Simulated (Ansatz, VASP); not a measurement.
**Two plane-wave programs on Sn**

The input POSCAR:

```
Sn
1.0
   -1.7265390000      1.7755470000      2.2214249000
    1.7265390000     -1.7755470000      2.2214249000
    1.7265390000      1.7755470000     -2.2214249000
Sn
1
Direct
    0.0000000000      0.0000000000      0.0000000000
```

INCAR.step1

```
SYSTEM = Sn
ALGO = Normal
EDIFF = 1E-4
ENCUT = 520
GGA = PE
ISMEAR = 0
LASPH = .True.
LCHARG = .False.
LREAL = .False.
LWAVE = .True.
NBANDS = 13
NELM = 100
PREC = Accurate
SIGMA = 0.15
```

Contents of INCAR.step2:

```
SYSTEM = Sn
ALGO = Normal
EDIFF = 1E-6
ENCUT = 520
ISIF = 2
ISMEAR = 0
ISTART = 1
LASPH = .True.
LCHARG = .False.
LMIXTAU = .True.
LREAL = .False.
LWAVE = .False.
METAGGA = R2SCAN
NBANDS = 13
NELM = 100
PREC = Accurate
SIGMA = 0.15
```

The input KPOINTS:

```
k-points
0
Gamma
  20 20 20
  0 0 0
```

Input for Ansatz:

```yaml
crystal:
  lattice:
    - [-1.726539, 1.775547, 2.2214249]
    - [1.726539, -1.775547, 2.2214249]
    - [1.726539, 1.775547, -2.2214249]
  atoms:
    - { symbol: Sn, position: [0.0, 0.0, 0.0] }
basis:
  ecutwfc: 500
kpoints:
  mp_grid: { grid: [20, 20, 20] }
hamiltonian:
  xc: r2scan
scf:
  occupations: { method: gaussian, width: 0.15 }
output:
  forces: true
  stress: true
  eigenvalues: true
```

Change from the starting cell: strain +0.000 along x and y, -0.050 along z, atoms carried along.

Alike in both runs: task single point; functional r2SCAN; k mesh 20 × 20 × 20; occupations gaussian, width 0.15 eV; no spin polarisation.

|  | VASP | Ansatz |
| --- | --- | --- |
| version | VASP 6.6.1 | Ansatz 0.2.0 |
| potentials or method | VASP PAW PBE potentials, release 64 (Sn_d), cutoff 520 eV | scalar-relativistic, plane waves, PAW |
| valence electrons in the cell | 14 | 14 |

|  | VASP | Ansatz | Ansatz less VASP |
| --- | --- | --- | --- |
| gap on the k mesh at the Fermi level (eV) | none | none | - |
| pressure (GPa) | 0.1 | 0.1 | +0.01 |
| traceless stress, the component that is largest in VASP (GPa) | 0.36 | 0.36 | -0.004 |

VASP's potentials were made for PBE, not for r2SCAN. A gap of «none» marks a metal or a gap that the smearing closes.
